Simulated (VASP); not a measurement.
# GaSi62 (a cell with a defect) in VASP: notebook, part 2 of 2

VASP 6.6.1. The steps go on from the part before.

### Step 3. Single point, LDA, collinear spin, zero start

INCAR reads:

```
PREC     = Accurate       # precision mode
ENCUT    = 520            # plane-wave cutoff, eV
EDIFF    = 1E-7           # SCF threshold, eV
ISMEAR   = 0              # smearing method
SIGMA    = 0.02           # smearing width, eV
LREAL    = Auto         
LASPH    = T              # aspherical terms in the spheres
NELM     = 150            # most SCF steps
ALGO     = Normal         # electronic algorithm
ISIF     = 2              # what is computed and relaxed
LWAVE    = F              # write WAVECAR
LCHARG   = F              # write CHGCAR
ISPIN    = 2              # spin polarisation
MAGMOM   = 0 0 0 0 0 0 0 0 0 0 0 0 0 0 0 0 0 0 0 0 0 0 0 0 0 0 0 0 0 0 0 0 0 0 0 0 0 0 0 0 0 0 0 0 0 0 0 0 0 0 0 0 0 0 0 0 0 0 0 0 0 0 0 # initial moments
LORBIT   = 11             # projections on sites
GGA      = CA             # functional
NBANDS   = 172            # bands
NELECT   = 259.0
```

KPOINTS reads:

```
regular mesh
0
Gamma
  1 1 1
```

POSCAR reads:

```
GaSi62
1.0
   10.8600000000      0.0000000000      0.0000000000
    0.0000000000     10.8600000000      0.0000000000
    0.0000000000      0.0000000000     10.8600000000
Si Ga
62 1
Direct
    0.4998803867     -0.0001196133     -0.0000883978
    0.8768949355      0.3768949355      0.1324343462
    0.7500883978     -0.0001196133      0.2501196133
    0.8734248619      0.1258722836      0.3741827808
    0.0019063536     -0.0014806630     -0.0002338858
    0.1246236648      0.1244853591      0.1255146409
    0.2497732044      0.2506242173     -0.0006242173
    0.3758172192      0.3734248619      0.1241277164
    0.4985193370      0.5019063536     -0.0002338858
    0.6244853591      0.6246236648      0.1255146409
    0.7506242173      0.7497732044     -0.0006242173
    0.8734248619      0.8758172192      0.1241277164
    0.2500720994      0.0003787293      0.2496212707
    0.3766118785      0.1241756906      0.3733881215
    0.4998803867      0.2500883978      0.2501196133
    0.6258722836      0.3734248619      0.3741827808
    0.7502338858      0.5019063536      0.2514806630
    0.8744187845      0.6252125230      0.3766845304
    0.5003787293      0.0003787293      0.4999279006
    0.6244853591      0.1244853591      0.6253763352
    0.7506242173      0.2506242173      0.5002267956
    0.8742744936      0.3742744936      0.6266103131
    0.7502338858     -0.0014806630      0.7480936464
    0.8768949355      0.1175656538      0.8731050645
   -0.0005208103      0.4994791897      0.0009569982
    0.1256623389      0.6256623389      0.1248925414
    0.2509304788      0.7509304788     -0.0003223757
    0.3766118785      0.8766118785      0.1258243094
    0.0019063536      0.2502338858      0.2514806630
    0.1252125230      0.3744187845      0.3766845304
    0.2504364641      0.4993928177      0.2514284530
    0.3748511050      0.6246422652      0.3751488950
    0.5003787293      0.7500720994      0.2496212707
    0.6241756906      0.8766118785      0.3733881215
   -0.0006071823     -0.0014284530      0.4995635359
    0.1256623389      0.1251074586      0.6243376611
    0.2509304788      0.2503223757      0.4990695212
    0.3733154696      0.3744187845      0.6247874770
    0.4985715470      0.4993928177      0.4995635359
    0.6251074586      0.6256623389      0.6243376611
    0.7503223757      0.7509304788      0.4990695212
    0.8744187845      0.8733154696      0.6247874770
    0.2504364641     -0.0014284530      0.7506071823
    0.3758172192      0.1258722836      0.8765751381
    0.4985193370      0.2502338858      0.7480936464
    0.6175656538      0.3768949355      0.8731050645
    0.7490430018      0.4994791897      0.7505208103
    0.8742744936      0.6233896869      0.8757255064
   -0.0006071823      0.7504364641      0.2514284530
    0.1246422652      0.8748511050      0.3751488950
   -0.0003466851      0.4996533149      0.5008577348
    0.1245057090      0.6245057090      0.6254942910
    0.2500222836      0.7500222836      0.4999777164
    0.3748511050      0.8748511050      0.6253577348
   -0.0005208103      0.2490430018      0.7505208103
    0.1233896869      0.3742744936      0.8757255064
    0.2491422652      0.4996533149      0.7503466851
    0.3733154696      0.6252125230      0.8755812155
    0.4985715470      0.7504364641      0.7506071823
    0.6258722836      0.8758172192      0.8765751381
   -0.0003466851      0.7491422652      0.7503466851
    0.1252125230      0.8733154696      0.8755812155
    0.7608295580      0.2608295580     -0.0108295580
```

Potentials or basis: VASP PAW LDA potentials, release 64 (Si, Ga_d).

Command:

```console
cat potpaw_LDA.64/Si/POTCAR potpaw_LDA.64/Ga_d/POTCAR > POTCAR
mpirun -np 1 vasp_gam > vasp.out
```

It took 25 min on 1 thread of Oxide Virtual Turin-like, shared host; peak memory 0.87 GiB.

Results (log left out):

```yaml
Free_energy: -375.2951 eV
Largest_force: 0.016 eV/Å
Net_moment: 0.00 μB per cell
Valence_electrons_inside_the_program's_atomic_spheres: Si 1.64, 1.71, 1.69, 1.70 (each value once); Ga 11.71
```

Forces in eV/Å, atoms in the order of the input:
```
Si  -0.002 -0.002  0.000
Si   0.004  0.004  0.002
Si   0.000 -0.002  0.002
Si   0.002  0.001 -0.001
Si   0.000 -0.001  0.004
Si   0.002  0.001 -0.001
Si  -0.003 -0.002  0.002
Si   0.001  0.002 -0.001
Si  -0.001  0.000  0.004
Si   0.001  0.002 -0.001
Si  -0.002 -0.003  0.002
Si   0.002  0.001 -0.001
Si   0.000  0.000  0.000
Si  -0.001 -0.003  0.001
Si  -0.002  0.000  0.002
Si   0.001  0.002 -0.001
Si  -0.004  0.000  0.001
Si   0.002 -0.001  0.001
Si   0.000  0.000  0.000
Si   0.001  0.001 -0.002
Si  -0.002 -0.002  0.003
Si   0.000  0.000 -0.001
Si  -0.004 -0.001  0.000
Si   0.004 -0.002 -0.004
Si   0.000  0.000  0.002
Si  -0.001 -0.001  0.001
Si   0.003  0.003  0.003
Si  -0.001 -0.001  0.003
Si   0.000 -0.004  0.001
Si  -0.001  0.002  0.001
Si   0.000  0.000 -0.004
Si   0.002  0.005 -0.002
Si   0.000  0.000  0.000
Si  -0.003 -0.001  0.001
Si   0.000  0.004  0.000
Si  -0.001 -0.001  0.001
Si   0.003 -0.003 -0.003
Si  -0.001  0.002  0.001
Si   0.004  0.000  0.000
Si  -0.001 -0.001  0.001
Si  -0.003  0.003 -0.003
Si   0.002 -0.001  0.001
Si   0.000  0.004  0.000
Si   0.001  0.001 -0.002
Si  -0.001 -0.004  0.000
Si  -0.002  0.004 -0.004
Si  -0.002  0.000  0.000
Si   0.000  0.001  0.000
Si   0.000  0.000 -0.004
Si   0.005  0.002 -0.002
Si  -0.001 -0.001  0.001
Si   0.002  0.002 -0.002
Si   0.002  0.002 -0.002
Si   0.002  0.002 -0.005
Si   0.000 -0.002  0.000
Si   0.001  0.000  0.000
Si  -0.001 -0.001  0.001
Si  -0.001 -0.001 -0.002
Si   0.004  0.000  0.000
Si   0.001  0.001 -0.002
Si  -0.001 -0.001  0.001
Si  -0.001 -0.001 -0.002
Ga  -0.009 -0.009  0.009
```

Levels at points of the mesh, in eV from the Fermi level:
Spin up:
```
           k point  band 126  band 127  band 128  band 129  band 130  band 131  band 132  band 133
(0.00, 0.00, 0.00)     -0.74     -0.74     -0.13     -0.13      0.00      0.77      0.77      0.81
```
Spin down:
```
           k point  band 125  band 126  band 127  band 128  band 129  band 130  band 131  band 132  band 133  band 134
(0.00, 0.00, 0.00)     -1.04     -0.74     -0.74     -0.13     -0.13      0.00      0.77      0.77      0.81      0.84
```

Caveat: the k points lie up to 0.58 Å⁻¹ apart; the cell carries a net charge on a neutralising background, which shifts energy and pressure; the cell is charged against a uniform background, so pressure and absolute levels hang on convention; no moment was typed at the start, so none could form.
